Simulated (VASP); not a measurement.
Write the native input for VASP 6.6.1 that does the following.

```yaml
Task: relaxation of cell and atoms
Functional: PBE
Potentials_or_basis: VASP PAW PBE potentials, release 64 (Sn_d, Se)
Cutoff: 600 eV
k_mesh: 12 × 12 × 12
Occupations: fermi-dirac, width 0.05 eV
Spin: no spin polarisation
Dipole_correction: no
Further_INCAR_settings: ALGO = Normal; EDIFF = 1e-06; IBRION = 2; EDIFFG = -0.005; NSW = 100; ISIF = 3
```

The structure of SnSe (zincblende type) lies in POSCAR:

```
SnSe
1.0
    0.0000000000      3.0546685047      3.0546685047
    3.0546685047      0.0000000000      3.0546685047
    3.0546685047      3.0546685047      0.0000000000
Sn Se
1 1
Direct
    0.0000000000      0.0000000000      0.0000000000
    0.2500000000      0.2500000000      0.2500000000
```

These files were run (other wordings do the same):

INCAR

```
ALGO = Normal
EDIFF = 1E-6
EDIFFG = -0.005
ENCUT = 600
GGA = PE
IBRION = 2
ISIF = 3
ISMEAR = -1
LASPH = T
LCHARG = F
LREAL = F
LWAVE = F
NELM = 80
NSW = 100
PREC = Accurate
SIGMA = 0.05
```

KPOINTS

```
k-points
0
Gamma
  12 12 12
```

Potentials or basis: VASP PAW PBE potentials, release 64 (Sn_d, Se).

The run is started by

```sh
$ cat potpaw_PBE.64/Sn_d/POTCAR potpaw_PBE.64/Se/POTCAR > POTCAR
$ mpirun -np 1 vasp_std > vasp.out
```

It gave:

| Item | Value |
| --- | --- |
| Relaxed volume | 38.95 Å³/atom |
| Relaxed cell | a = 4.794 Å, b = 4.794 Å, c = 4.794 Å, α = 60.00°, β = 60.00°, γ = 60.00° |
| Space group after relaxing (to 0.1 Å) | F-43m (No. 216) |
| Energy gained by relaxing | 409.6 meV/atom |
| Ionic steps | 4 |
| Pressure after relaxing | 0.0 GPa |
| Band gap on the k mesh | 0.05 eV (least direct gap 0.68 eV) |

Caveat: the volume moved by over 15 % at a fixed basis, so the end points are rough; semilocal functionals underestimate gaps, and a narrow one can read as zero; spin-orbit coupling is left out, which moves the levels of the heavy elements.

It took 2.2 min on 1 thread of Intel(R) Xeon(R) Platinum 8488C (Sapphire Rapids) (shared host), peak memory 0.26 GiB.
